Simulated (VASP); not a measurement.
The system is SnO.

```xyz
2
Lattice="0.0000 2.7386 2.7386 2.7386 0.0000 2.7386 2.7386 2.7386 0.0000" Properties=species:S:1:pos:R:3 pbc="T T T"
Sn    0.0000    0.0000    0.0000
O     1.3693    1.3693    1.3693
```

```yaml
Program: VASP 6.6.1
Task: relaxation of cell and atoms
Functional: LDA
Potentials_or_basis: VASP PAW LDA potentials, release 64 (Sn_d, O)
Cutoff: 600 eV
k_mesh: 8 × 8 × 8
Occupations: fermi-dirac, width 0.02 eV
Spin: no spin polarisation
```

At the start: pressure -5.1 GPa; volume 20.54 Å³/atom.

Task: Where does the relaxation end?

Result: Over 6 steps the energy falls by 28.5 meV/atom and the volume is 18.78 Å³/atom (-8.6 %); space group F-43m (No. 216, to 0.05 Å).

Step by step:
| step | energy change (eV) | largest force (eV/Å) | pressure (GPa) | volume (Å³) |
| --- | --- | --- | --- | --- |
| 1 | 0.0000 | 0.0000 | -5.09 | 41.08 |
| 2 | -0.0567 | 0.0000 | 0.48 | 37.32 |
| 3 | -0.0571 | 0.0000 | -0.06 | 37.60 |
| 4 | -0.0571 | 0.0000 | 0.05 | 37.54 |
| 5 | -0.0571 | 0.0000 | -0.05 | 37.57 |
| 6 | -0.0571 | 0.0000 | 0.03 | 37.56 |

Final structure:
```yaml
crystal:
  lattice:
    - [0.00000, 2.65806, 2.65806]
    - [2.65806, 0.00000, 2.65806]
    - [2.65806, 2.65806, 0.00000]
  atoms:
    - { symbol: Sn, position: [0.00000, 0.00000, 0.00000] }
    - { symbol: O, position: [0.25000, 0.25000, 0.25000] }
```
